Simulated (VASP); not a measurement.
Crystal: Hg.

```xyz
3
Lattice="5.4667 0.0000 0.0000 -2.7333 4.7343 0.0000 0.0000 0.0000 3.1852" Properties=species:S:1:pos:R:3 pbc="T T T"
Hg    0.0000    3.1562    1.5926
Hg    2.7333    1.5781    1.5926
Hg    0.0000    0.0000    0.0000
```

```yaml
Program: VASP 6.6.1
Task: relaxation of cell and atoms
Functional: PBEsol
Potentials_or_basis: VASP PAW PBE potentials, release 64 (Hg)
Cutoff: 600 eV
k_mesh: 7 × 7 × 9
Occupations: methfessel-paxton, width 0.1 eV
Spin: no spin polarisation
```

At the start: pressure -2.5 GPa; volume 27.48 Å³/atom.

Q: Where does the relaxation end?

A: Over 4 steps the energy falls by 29.2 meV/atom and the volume is 24.53 Å³/atom (-10.7 %); space group P6/mmm (No. 191, to 0.1 Å) before and after.

The path:
```tsv
step	energy change (eV)	largest force (eV/Å)	pressure (GPa)	volume (Å³)
1	0.0000	0.0000	-2.52	82.44
2	-0.0652	0.0000	-1.58	77.38
3	-0.0834	0.0000	0.87	71.70
4	-0.0876	0.0000	-0.14	73.58
```

Final structure:
```cif
data_structure
_symmetry_space_group_name_H-M 'P 1'
_symmetry_Int_Tables_number 1
_cell_length_a 5.2694
_cell_length_b 5.2694
_cell_length_c 3.0600
_cell_angle_alpha 90.000
_cell_angle_beta 90.000
_cell_angle_gamma 120.000
_cell_volume 73.58
loop_
_atom_site_label
_atom_site_type_symbol
_atom_site_fract_x
_atom_site_fract_y
_atom_site_fract_z
_atom_site_occupancy
Hg1 Hg 0.33333 0.66667 0.50000 1
Hg2 Hg 0.66667 0.33333 0.50000 1
Hg3 Hg 0.00000 0.00000 0.00000 1
```

Caveat: the PAW data sets were made with another functional, which shifts forces and pressure a little.
